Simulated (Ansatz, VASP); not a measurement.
**One calculation of AlP, two programs**

File POSCAR:

```
AlP
1.0
    0.0000000000      2.8488274949      2.8488274949
    2.8488274949      0.0000000000      2.8488274949
    2.8488274949      2.8488274949      0.0000000000
Al P
1 1
Direct
    0.0000000000      0.0000000000      0.0000000000
    0.2500000000      0.2500000000      0.2500000000
```

Contents of INCAR.step1:

```
PREC = Accurate
ENCUT = 400
EDIFF = 1E-5
ISMEAR = 0
SIGMA = 0.01
LREAL = False
LASPH = True
NELM = 120
ALGO = Normal
ISIF = 2
LWAVE = True
LCHARG = False
GGA = PE
NBANDS = 11
GGA_COMPAT = False
```

Contents of INCAR.step2:

```
PREC = Accurate
ENCUT = 400
EDIFF = 1E-6
ISMEAR = 0
SIGMA = 0.01
LREAL = False
LASPH = True
NELM = 120
ALGO = Normal
ISIF = 2
LWAVE = False
LCHARG = False
GGA = PE
LHFCALC = True
HFSCREEN = 0.2079
PRECFOCK = Normal
ISTART = 1
NBANDS = 11
GGA_COMPAT = False
```

KPOINTS

```
regular mesh
0
Gamma
  6 6 6
```

Input for Ansatz:

```yaml
crystal:
  lattice:
    - [0.0, 2.8488274949, 2.8488274949]
    - [2.8488274949, 0.0, 2.8488274949]
    - [2.8488274949, 2.8488274949, 0.0]
  atoms:
    - { symbol: Al, position: [0.0, 0.0, 0.0] }
    - { symbol: P, position: [0.25, 0.25, 0.25] }
kpoints:
  mp_grid: { grid: [6, 6, 6] }
  band_path:
    path:
      - [0.0, 0.0, 0.0]
      - [-0.5, -0.5, 0.0]
      - [-0.375, -0.375, 0.25]
      - [-0.375, 0.0, 0.375]
      - [0.0, 0.0, 0.5]
      - [-0.5, -0.25, 0.25]
      - [0.0, 0.5, 0.5]
    npoints: 1
hamiltonian:
  xc: hse06
scf:
  occupations: { method: fixed }
  n_extra_bands: 4
output:
  forces: true
  stress: true
  eigenvalues: true
```

Change from the starting cell: hydrostatic strain +4.0%.

Alike in both runs: task single point; functional HSE06; k mesh 6 × 6 × 6; no spin polarisation.

|  | VASP | Ansatz |
| --- | --- | --- |
| version | VASP 6.6.1 | Ansatz 0.2.0 |
| potentials or method | VASP PAW PBE potentials, release 64 (Al, P) | plane waves, PAW |
| plane-wave cutoff (eV) | 400 | 420 |
| occupations | gaussian, width 0.01 eV | fixed |
| valence electrons in the cell | 8 | 8 |

|  | VASP | Ansatz | Ansatz less VASP |
| --- | --- | --- | --- |
| gap on the k mesh at the Fermi level (eV) | 2.48 | 2.48 | -0.002 |
| pressure (GPa) | -8.6 | -8.5 | +0.17 |

Ansatz's warnings: stress exchange threshold loose, stress scf threshold loose.
